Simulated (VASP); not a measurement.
# CdTe (F-43m) in VASP: a series of runs

CdTe is run at these levels: PBE; tasks: single point.

All numbers are computed with VASP 6.6.1; they aren't measurements. Logs are shortened: lines on timing, memory, paths and dates and some standing lists are left out, and cuts for length are marked.

### 1 The cell of the first run

The structure is cubic, space group F-43m (No. 216). Conventional cell: a = 6.560 Å, b = 6.560 Å, c = 6.560 Å, α = 90.00°, β = 90.00°, γ = 90.00°. Within 3.7 Å of Cd (site symmetry -43m) lie 4 Te at 2.84 Å. Te (site symmetry -43m) has 4 Cd at 2.84 Å within 3.7 Å.

### 2 Single point, PBE

INCAR reads:

```
  PREC = Accurate
  ENCUT = 520
  EDIFF = 1E-6
  ISMEAR = 0
  SIGMA = 0.01
  LREAL = F
  LASPH = T
  NELM = 60
  ALGO = Normal
  ISIF = 2
  LWAVE = F
  LCHARG = F
  GGA = PE
  NBANDS = 16
```

KPOINTS reads:

```
Automatic mesh
0
Gamma
  4 4 4
```

POSCAR reads:

```
CdTe
1.0
    0.0000000000      3.2799551146      3.2799551146
    3.2799551146      0.0000000000      3.2799551146
    3.2799551146      3.2799551146      0.0000000000
Cd Te
1 1
Direct
    0.0000000000      0.0000000000      0.0000000000
    0.2500000000      0.2500000000      0.2500000000
```

Potentials or basis: VASP PAW PBE potentials, release 64 (Cd, Te).

Started as:

```
$ cat potpaw_PBE.64/Cd/POTCAR potpaw_PBE.64/Te/POTCAR > POTCAR
$ mpirun -np 1 vasp_std > vasp.out
```

OUTCAR:

```text
PREC = Accurate
   ENCUT = 520
   EDIFF = 1E-6
   ISMEAR = 0
   LREAL = F
   LASPH = T
   NELM = 60
   ISIF = 2
   GGA = PE

 ion  position               nearest neighbor table
   1  0.000  0.000  0.000-   2 2.84   2 2.84   2 2.84   2 2.84
   2  0.250  0.250  0.250-   1 2.84   1 2.84   1 2.84   1 2.84

  LATTYP: Found a face centered cubic cell.
 ALAT       =     6.5599102292

  Lattice vectors:

 A1 = (   0.0000000000,   3.2799551146,   3.2799551146)
 A2 = (   3.2799551146,   0.0000000000,   3.2799551146)
 A3 = (   3.2799551146,   3.2799551146,   0.0000000000)

Analysis of symmetry for initial positions (statically):
=====================================================================
 Subroutine PRICEL returns:
 Original cell was already a primitive cell.

 Routine SETGRP: Setting up the symmetry group for a
 face centered cubic supercell.

 Subroutine GETGRP returns: Found 24 space group operations
 (whereof 24 operations were pure point group operations)
 out of a pool of 48 trial point group operations.

The static configuration has the point symmetry T_d .

Analysis of symmetry for dynamics (positions and initial velocities):
=====================================================================
 Subroutine PRICEL returns:
 Original cell was already a primitive cell.

 Routine SETGRP: Setting up the symmetry group for a
 face centered cubic supercell.

 Subroutine GETGRP returns: Found 24 space group operations
 (whereof 24 operations were pure point group operations)
 out of a pool of 48 trial point group operations.

The dynamic configuration has the point symmetry T_d .

 Subroutine INISYM returns: Found 24 space group operations
 (whereof 24 operations are pure point group operations),
 and found     1 'primitive' translations

----------------------------------------------------------------------------------------

                                     Primitive cell

  volume of cell :      70.5722

  direct lattice vectors                    reciprocal lattice vectors
     0.000000000  3.279955115  3.279955115    -0.152441110  0.152441110  0.152441110
     3.279955115  0.000000000  3.279955115     0.152441110 -0.152441110  0.152441110
     3.279955115  3.279955115  0.000000000     0.152441110  0.152441110 -0.152441110

  length of vectors
     4.638557007  4.638557007  4.638557007     0.264035749  0.264035749  0.264035749

  position of ions in fractional coordinates (direct lattice)
     0.000000000  0.000000000  0.000000000
[... 61 lines left out ...]
   EDIFF  = 0.1E-05   stopping-criterion for ELM
   LREAL  =      F    real-space projection
   EDIFFG = 0.1E-04   stopping-criterion for IOM
   NSW    =      0    number of steps for IOM
   IBRION =     -1    ionic relax: 0-MD 1-quasi-New 2-CG
   NFREE  =      0    steps in history (QN), initial steepest desc. (CG)
   ISIF   =      2    stress and relaxation
   ISYM   =      2    0-nonsym 1-usesym 2-fastsym
   POTIM  = 0.5000    time-step for ionic-motion
   TEBEG  =    0.0;   TEEND  =   0.0 temperature during run
   PSTRESS=    0.0 pullay stress
   NELECT =      18.0000    total number of electrons
   NUPDOWN=      -1.0000    fix difference up-down
   EMIN   =  10.00;   EMAX   =-10.00  energy-range for DOS
   EFERMI =   0.00;   METHOD = LEGACY
   ISMEAR =     0;   SIGMA  =   0.01  broadening in eV -4-tet -1-fermi 0-gaus
   EFERMI_NEDOS =   21; number of points for ismear=-14 and -15
   IALGO  =     38    algorithm
   IMIX   =      4    mixing-type and parameters
     AMIX     =   0.40;   BMIX     =  1.00
     AMIX_MAG =   1.60;   BMIX_MAG =  1.00
  volume/ion in A,a.u.               =      35.29       238.12
  Fermi-wavevector in a.u.,A,eV,Ry     =   1.038216  1.961944 14.665621  1.077893
  Thomas-Fermi vector in A             =   2.172690
   LORBIT       =      0    0 simple, 1 ext, 2 COOP (PROOUT), +10 PAW based schemes
   GGA     = PE    functional components
   LHFCALC =     F    Hartree Fock is set to
   AEXX    =    0.0000 exact exchange contribution
   IVDW    =     0    specifies the selected vdW correction
   LEPSILON=     F    determine dielectric tensor
   LRPA    =     F    only Hartree local field effects (RPA)
 non-spin polarized calculation
 Gauss-broadening in eV      SIGMA  =   0.01
  energy-cutoff  :      520.00
  volume of cell :       70.57
 maximum number of plane-waves:      1924
 NGX is ok and might be reduce to    36
   NGX = 17   NGY = 17   NGZ = 17

 number of electron      18.0000006 magnetization

 Free energy of the ion-electron system (eV)
  ---------------------------------------------------
  ext. energy  EPLUGINS =         0.00000000
  ---------------------------------------------------
  free energy    TOTEN  =        -4.74596449 eV

  energy without entropy =       -4.74596449  energy(sigma->0) =       -4.74596449

 E-fermi :   2.1402     XC(G=0):  -8.4109

 val. band max:        2.0502550293   @ k =   0.0000   0.0000   0.0000
 cond. band min:       2.6984033249   @ k =   0.0000   0.0000   0.0000
 fundamental gap:      0.6481482956
 Fermi energy:         2.1401615953

 k-point     1 :       0.0000    0.0000    0.0000
  band No.  band energies     occupation
      1      -8.9165      2.00000
      2      -6.1491      2.00000
      3      -6.1491      2.00000
      4      -6.1491      2.00000
      5      -5.9169      2.00000
      6      -5.9169      2.00000
[... 129 lines left out ...]
      3      -6.0332      2.00000
      4      -5.9426      2.00000
      5      -5.9156      2.00000
      6      -5.3879      2.00000
[... 8 lines left out ...]
     15      12.9887      0.00000
     16      13.2203      0.00000

------------------------ aborting loop because EDIFF is reached ----------------------------------------

  FORCE on cell =-STRESS in cart. coord.  units (eV):
  Direction    XX          YY          ZZ          XY          YZ          ZX
  --------------------------------------------------------------------------------------
  -------------------------------------------------------------------------------------
  Total        0.5812525      0.5812525      0.5812525     -0.0000000      0.0000000      0.0000000
  in kB       13.1959831     13.1959831     13.1959831     -0.0000000      0.0000000      0.0000000
  external PRESSURE =      13.1959831 kB  Pullay stress =       0.0000000 kB

 VOLUME and BASIS-vectors are now :
 -----------------------------------------------------------------------------
  energy-cutoff  :      520.00
  volume of cell :       70.57
      direct lattice vectors                 reciprocal lattice vectors
     0.000000000  3.279955115  3.279955115    -0.152441110  0.152441110  0.152441110
     3.279955115  0.000000000  3.279955115     0.152441110 -0.152441110  0.152441110
     3.279955115  3.279955115  0.000000000     0.152441110  0.152441110 -0.152441110

 POSITION                                       TOTAL-FORCE (eV/Angst)
 -----------------------------------------------------------------------------------
      0.00000      0.00000      0.00000         0.000000      0.000000      0.000000
      1.63998      1.63998      1.63998        -0.000000     -0.000000     -0.000000
 -----------------------------------------------------------------------------------
    total drift:                               -0.000000     -0.000000     -0.000000

  FREE ENERGIE OF THE ION-ELECTRON SYSTEM (eV)
  ---------------------------------------------------
  free  energy   TOTEN  =        -4.7459644923 eV

  energy  without entropy=       -4.7459644923  energy(sigma->0) =       -4.74596449
```

OSZICAR:

```text
N       E                     dE             d eps       ncg     rms          rms(c)
DAV:   1     0.101500673494E+03    0.10150E+03   -0.82971E+03   264   0.979E+02
DAV:   2    -0.123571060957E+01   -0.10274E+03   -0.98184E+02   320   0.237E+02
DAV:   3    -0.495864828666E+01   -0.37229E+01   -0.37195E+01   328   0.458E+01
DAV:   4    -0.499243786105E+01   -0.33790E-01   -0.33789E-01   376   0.393E+00
DAV:   5    -0.499252277513E+01   -0.84914E-04   -0.84914E-04   336   0.187E-01    0.517E+00
DAV:   6    -0.476128910292E+01    0.23123E+00   -0.39174E-01   304   0.721E+00    0.431E+00
DAV:   7    -0.474422778732E+01    0.17061E-01   -0.11411E-01   296   0.213E+00    0.170E+00
DAV:   8    -0.474540126730E+01   -0.11735E-02   -0.10897E-02   272   0.115E+00    0.490E-01
DAV:   9    -0.474582946815E+01   -0.42820E-03   -0.93802E-04   296   0.303E-01    0.110E-01
DAV:  10    -0.474591452099E+01   -0.85053E-04   -0.12096E-04   304   0.969E-02    0.538E-02
DAV:  11    -0.474596590255E+01   -0.51382E-04   -0.93059E-05   272   0.554E-02    0.364E-02
DAV:  12    -0.474596464991E+01    0.12526E-05   -0.37333E-06   320   0.140E-02    0.214E-02
DAV:  13    -0.474596449227E+01    0.15764E-06   -0.46991E-07   240   0.335E-03
   1 F= -.47459645E+01 E0= -.47459645E+01  d E =-.207702E-38
```

stdout:

```text
POSCAR found type information on POSCAR CdTe
 POSCAR found :  2 types and       2 ions
 scaLAPACK will be used
 LDA part: xc-table for (Slater+PW92), standard interpolation
 POSCAR, INCAR and KPOINTS ok, starting setup
 FFT: planning ... GRIDC
 FFT: planning ... GRID_SOFT
 FFT: planning ... GRID
 WAVECAR not read
 entering main loop
```

Run time: 8.5 s. Hardware: 1 thread of Intel Xeon Platinum 8559C (Emerald Rapids), shared host; peak memory 0.2 GiB.

What came out:

| Quantity | Value |
| --- | --- |
| Free energy | -4.7460 eV |
| Pressure | 1.3 GPa |
| Band gap on the k mesh | 0.65 eV, direct |

Caveat: spin-orbit coupling is left out, which moves the levels of the heavy elements. Expect the measured gap to be larger: semilocal functionals such as PBE lack the derivative discontinuity.

(Part 1 of 2 ends here.)
